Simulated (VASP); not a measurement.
A run of VASP 6.6.1 is set up as follows.

File INCAR:

```
SYSTEM = Ta2H
PREC = Accurate
ENCUT = 520
EDIFF = 1E-7
ISMEAR = 0
SIGMA = 0.1
LREAL = .FALSE.
LASPH = .TRUE.
NELM = 100
ALGO = Normal
ISIF = 2
LWAVE = .FALSE.
LCHARG = .TRUE.
GGA = PS
LELF = .TRUE.
LVHAR = .TRUE.
NBANDS = 18
```

File KPOINTS:

```
Automatic mesh
0
G
  12 12 12
  0 0 0
```

The input POSCAR:

```
Ta2H
1.0
    3.1459854647      0.0000000000      0.0000000000
    0.0000000000      3.4521498058      0.0000000000
    0.0000000000      0.0000000000      3.4490069106
Ta H
2 1
Direct
    0.5000000000      0.0000000000      0.7252311673
    0.0000000000      0.5000000000      0.2464400643
    0.0000000000      0.0000000000      0.0283287684
```

Potentials or basis: VASP PAW PBE potentials, release 64 (Ta_pv, H).

The run is started by

```bash
$ cat potpaw_PBE.64/Ta_pv/POTCAR potpaw_PBE.64/H/POTCAR > POTCAR
$ mpirun -np 1 vasp_std > vasp.out
```

Problem. Estimate the largest force.

Solution. 0.014 eV/Å.

Problem. Predict the pressure.

Solution. 4.2 GPa.

Stress tensor (GPa, compression positive):
```
12.13  0.00  0.00
 0.00  0.24  0.00
 0.00  0.00  0.20
```

Caveat: the cell differs from its parent crystal (uniaxial strain along a: -6.0 %, then relaxed in part); the PAW data sets were made with another functional, which shifts forces and pressure a little.
